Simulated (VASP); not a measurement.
Runs of VASP 6.6.1 on Cd. The structure is that of space group P6_3/mmc (No. 194), or close to it. The cells are those of the table. 

| task | level | potentials or basis | spin | cell | k mesh | cutoff (eV) | smearing | dipole correction | tolerance level | purpose | K density | gap on the mesh (eV) | pressure (GPa) | moment (μB) |
| --- | --- | --- | --- | --- | --- | --- | --- | --- | --- | --- | --- | --- | --- | --- |
| relaxation of cell and atoms | RPBE | VASP PAW PBE potentials, release 64 (Cd) | collinear | relaxed from a = 2.979, b = 2.979, c = 5.618 Å, angles 90.0, 90.0, 120.0°, 2 atoms | 10 × 10 × 5 | 600 | gaussian 0.05 eV | no | - | - | - | none | 0.0 | 0.00 |
| single point | LDA | VASP PAW LDA potentials, release 64 (Cd_sv_GW) | off | a = 2.959, b = 2.959, c = 5.580 Å, angles 90.0, 90.0, 120.0°, 2 atoms | 10 × 10 × 5 | 630 | fermi-dirac 0.05 eV | no | - | - | - | none | (a) | - |
| single point | PBE | VASP PAW PBE potentials, release 64 (Cd) | off | a = 2.979, b = 2.979, c = 5.618 Å, angles 90.0, 90.0, 120.0°, 2 atoms | 31 × 31 × 14 | 550 | tetrahedron 0.1 eV | - | standard | density of states | 12 × 12 × 6 | none | - | - |
| single point | LDA | VASP PAW LDA potentials, release 64 (Cd_sv_GW) | off | a = 3.018, b = 3.018, c = 5.692 Å, angles 90.0, 90.0, 120.0°, 2 atoms | 10 × 10 × 5 | 630 | fermi-dirac 0.05 eV | no | - | - | - | none | -6.2 | - |
| single point | PBEsol | VASP PAW PBE potentials, release 64 (Cd_sv_GW) | off | a = 2.939, b = 2.939, c = 5.542 Å, angles 90.0, 90.0, 120.0°, 2 atoms | 10 × 10 × 5 | 630 | fermi-dirac 0.05 eV | no | - | - | - | none | (b) | - |
| single point | PBE+D3(BJ) | VASP PAW PBE potentials, release 64 (Cd) | non-collinear, zero start, SOC | a = 3.037, b = 3.037, c = 5.728 Å, angles 90.0, 90.0, 120.0°, 2 atoms | 8 × 8 × 4 | 520 | methfessel-paxton 0.025 eV | no | - | - | - | - | -2.6 | 0.00 |
| single point | PBEsol | VASP PAW PBE potentials, release 64 (Cd) | non-collinear, zero start, SOC | a = 2.979, b = 2.979, c = 5.618 Å, angles 90.0, 90.0, 120.0°, 2 atoms | 10 × 10 × 5 | 500 | fermi-dirac 0.05 eV | no | - | - | - | - | -1.3 | 0.00 |

Question: Estimate the missing entries.

Answer: (a) -3.5; (b) 0.6.

Caveats: the PAW data sets were made with another functional, which shifts forces and pressure a little (at least some runs); the cell stands under tension (at least some runs); tetrahedron occupations give inexact forces and stress in metals (at least some runs); three body term missing (at least some runs).

A k mesh can miss the band edges, and rows without SOC leave out spin-orbit coupling on Cd.

A gap of «none» marks levels without a gap at the run's occupations.

The runs don't all hold the same shells in valence.
